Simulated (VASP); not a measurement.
# Zr3Ag (P4/mmm) in VASP: a series of runs, part 2 of 2

VASP 6.6.1. The steps go on from the part before.

**3. Single point, LDA**

Input file INCAR:

```
SYSTEM = Zr3Ag
PREC     = Accurate       ! precision mode
ENCUT    = 520            ! plane-wave cutoff, eV
EDIFF    = 1E-6           ! SCF threshold, eV
ISMEAR   = -1             ! smearing method
SIGMA    = 0.05           ! smearing width, eV
LREAL    = .FALSE.        ! projectors in reciprocal space
LASPH    = .TRUE.         ! aspherical terms in the spheres
NELM     = 100            ! most SCF steps
ALGO     = Normal         ! electronic algorithm
ISIF     = 2              ! what is computed and relaxed
LWAVE    = .FALSE.        ! write WAVECAR
LCHARG   = .FALSE.        ! write CHGCAR
NBANDS   = 32             ! bands
```

Input file KPOINTS:

```
Automatic mesh
0
G
  8 8 9
  0 0 0
```

Input file POSCAR:

```
Zr3Ag
1.0
    4.2912065573      0.0000000000      0.0000000000
    0.0000000000      4.2912065573      0.0000000000
    0.0000000000      0.0000000000      4.3131323219
Zr Ag
3 1
Direct
    0.5000000000      0.5000000000      0.0000000000
    0.0000000000      0.5000000000      0.5000000000
    0.5000000000      0.0000000000      0.5000000000
    0.0000000000      0.0000000000      0.0000000000
```

Potentials or basis: VASP PAW LDA potentials, release 64 (Zr_sv, Ag).

Command:

```sh
$ cat potpaw_LDA.64/Zr_sv/POTCAR potpaw_LDA.64/Ag/POTCAR > POTCAR
$ mpirun -np 1 vasp_std > vasp.out
```

It took 1.7 min on 1 thread of Intel Xeon 6975P-C, shared host; peak memory 0.27 GiB.

Results (log left out):

```
Free energy : -31.7783 eV
Pressure    : 0.2 GPa
```

Levels at points of the mesh, in eV from the Fermi level:
```csv
k point,band 21,band 22,band 23,band 24,band 25,band 26,band 27,band 28
"(0.00, 0.00, 0.00)",-1.00,-1.00,-0.41,-0.37,2.98,3.06,3.06,3.45
"(0.50, 0.00, 0.00)",-1.11,-0.76,-0.72,0.99,1.19,1.21,1.48,2.12
"(0.50, 0.50, 0.00)",-1.13,-0.75,-0.31,-0.31,-0.27,1.41,1.41,2.35
```

**4. Single point, LDA**

Input file INCAR:

```
PREC = Accurate
ENCUT = 520
EDIFF = 1E-7
ISMEAR = -1
SIGMA = 0.05
LREAL = F
LASPH = T
NELM = 80
ALGO = Normal
ISIF = 2
LWAVE = F
LCHARG = F
NBANDS = 32
```

Input file KPOINTS:

```
regular mesh
0
Gamma
  8 8 9
```

POSCAR is that of step 3.

Potentials or basis: VASP PAW LDA potentials, release 64 (Zr_sv, Ag).

Command:

```sh
$ cat potpaw_LDA.64/Zr_sv/POTCAR potpaw_LDA.64/Ag/POTCAR > POTCAR
$ mpirun -np 1 vasp_std > vasp.out
```

OUTCAR:

```text
PREC = Accurate
   ENCUT = 520
   EDIFF = 1E-7
   ISMEAR = -1
   LREAL = F
   LASPH = T
   NELM = 80
   ISIF = 2

 ion  position               nearest neighbor table
   1  0.500  0.500  0.000-   4 3.03   4 3.03   4 3.03   4 3.03   3 3.04   3 3.04   3 3.04   3 3.04
                             2 3.04   2 3.04   2 3.04   2 3.04
   2  0.000  0.500  0.500-   3 3.03   3 3.03   3 3.03   3 3.03   4 3.04   1 3.04   4 3.04   4 3.04
                             1 3.04   4 3.04   1 3.04   1 3.04
   3  0.500  0.000  0.500-   2 3.03   2 3.03   2 3.03   2 3.03   4 3.04   1 3.04   1 3.04   1 3.04
                             4 3.04   4 3.04   4 3.04   1 3.04
[... 1045 lines left out ...]
  -------------------------------------------------------------------------------------
  Total        0.0848071      0.0848071      0.0977280      0.0000000      0.0000000      0.0000000
  in kB        1.7107686      1.7107686      1.9714155      0.0000000      0.0000000      0.0000000
  external PRESSURE =       1.7976509 kB  Pullay stress =       0.0000000 kB

 VOLUME and BASIS-vectors are now :
 -----------------------------------------------------------------------------
  energy-cutoff  :      520.00
  volume of cell :       79.42
      direct lattice vectors                 reciprocal lattice vectors
     4.291206557  0.000000000  0.000000000     0.233034692  0.000000000  0.000000000
     0.000000000  4.291206557  0.000000000     0.000000000  0.233034692  0.000000000
     0.000000000  0.000000000  4.313132322     0.000000000  0.000000000  0.231850063

 POSITION                                       TOTAL-FORCE (eV/Angst)
 -----------------------------------------------------------------------------------
      2.14560      2.14560      0.00000         0.000000      0.000000      0.000000
      0.00000      2.14560      2.15657         0.000000      0.000000      0.000000
      2.14560      0.00000      2.15657         0.000000      0.000000      0.000000
      0.00000      0.00000      0.00000         0.000000      0.000000      0.000000
 -----------------------------------------------------------------------------------
    total drift:                                0.000000     -0.000000     -0.000000

  FREE ENERGIE OF THE ION-ELECTRON SYSTEM (eV)
  ---------------------------------------------------
  free  energy   TOTEN  =       -31.7782987774 eV

  energy  without entropy=      -31.7302499321  energy(sigma->0) =      -31.75427435
```

OSZICAR:

```text
N       E                     dE             d eps       ncg     rms          rms(c)
DAV:   1     0.447723880100E+03    0.44772E+03   -0.24292E+04  4872   0.145E+03
DAV:   2    -0.538665149417E+00   -0.44826E+03   -0.43331E+03  5448   0.428E+02
DAV:   3    -0.321125823452E+02   -0.31574E+02   -0.30529E+02  8328   0.857E+01
DAV:   4    -0.336953170311E+02   -0.15827E+01   -0.15764E+01  6296   0.189E+01
DAV:   5    -0.337498348964E+02   -0.54518E-01   -0.54500E-01  7032   0.310E+00    0.223E+01
DAV:   6    -0.321815465473E+02    0.15683E+01   -0.78567E+00  5408   0.202E+01    0.108E+01
DAV:   7    -0.318233002593E+02    0.35825E+00   -0.18307E+00  6168   0.876E+00    0.397E+00
DAV:   8    -0.317798159154E+02    0.43484E-01   -0.23560E-01  6320   0.276E+00    0.948E-01
DAV:   9    -0.317784475181E+02    0.13684E-02   -0.25199E-02  6104   0.120E+00    0.502E-01
DAV:  10    -0.317785376841E+02   -0.90166E-04   -0.59280E-03  6400   0.665E-01    0.890E-02
DAV:  11    -0.317782953085E+02    0.24238E-03   -0.11234E-03  6056   0.303E-01    0.450E-02
DAV:  12    -0.317782967756E+02   -0.14672E-05   -0.10657E-04  6640   0.619E-02    0.174E-02
DAV:  13    -0.317782991339E+02   -0.23583E-05   -0.61679E-06  6928   0.164E-02    0.760E-03
DAV:  14    -0.317782987912E+02    0.34272E-06   -0.14500E-06  6248   0.952E-03    0.232E-03
DAV:  15    -0.317782987774E+02    0.13843E-07   -0.87404E-08  4152   0.182E-03
   1 F= -.31778299E+02 E0= -.31754274E+02  d E =-.480488E-01
```

stdout:

```text
POSCAR found type information on POSCAR ZrAg
 POSCAR found :  2 types and       4 ions
 scaLAPACK will be used
 LDA part: xc-table for (Slater(with rela. corr.)+CA(PZ))
 , standard interpolation
 POSCAR, INCAR and KPOINTS ok, starting setup
 FFT: planning ... GRIDC
 FFT: planning ... GRID_SOFT
 FFT: planning ... GRID
 WAVECAR not read
 entering main loop
```

It took 1.9 min on 1 thread of Intel Xeon 6975P-C, shared host; peak memory 0.27 GiB.

What came out:

```
Free energy : -31.7783 eV
Pressure    : 0.2 GPa
```
